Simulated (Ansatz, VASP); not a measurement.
## Two plane-wave programs on InSe

```
CELL_PARAMETERS angstrom
4.04360 0.00000 0.00000
-2.02180 3.50186 0.00000
0.00000 0.00000 16.76153
ATOMIC_POSITIONS crystal
In 0.33333 0.66667 0.16651
In 0.66667 0.33333 0.66651
In 0.33333 0.66667 0.33349
In 0.66667 0.33333 0.83349
Se 0.33333 0.66667 0.59024
Se 0.66667 0.33333 0.09024
Se 0.33333 0.66667 0.90976
Se 0.66667 0.33333 0.40976
```

Alike in both runs: functional PBE; dispersion D3(BJ); k mesh 6 × 6 × 2; occupations gaussian, width 0.1 eV; no spin polarisation.

Ansatz relaxed the structure, and its values are those at the end. VASP's run is a single point on that final structure, the one shown.

```csv
,VASP,Ansatz
version,VASP 6.6.1,Ansatz 0.2.0
potentials or method,"VASP PAW PBE potentials, release 64 (In_d, Se), cutoff 520 eV","scalar-relativistic, plane waves, PAW"
valence electrons in the cell,76,116
```

Ansatz gave:

- gap on the k mesh at the Fermi level (eV): 0.32
- least direct gap on the mesh (eV): 0.32
- pressure (GPa): -0.1
- rms of the force components (eV/Å): 0.014

Problem. Which values does VASP return?

Solution. gap on the k mesh at the Fermi level (eV): 0.31; least direct gap on the mesh (eV): 0.31; pressure (GPa): -0.1; rms of the force components (eV/Å): 0.022.

VASP's potentials hold 76 valence electrons a cell and Ansatz's 116, so a difference there can come from the potentials and not from the codes.
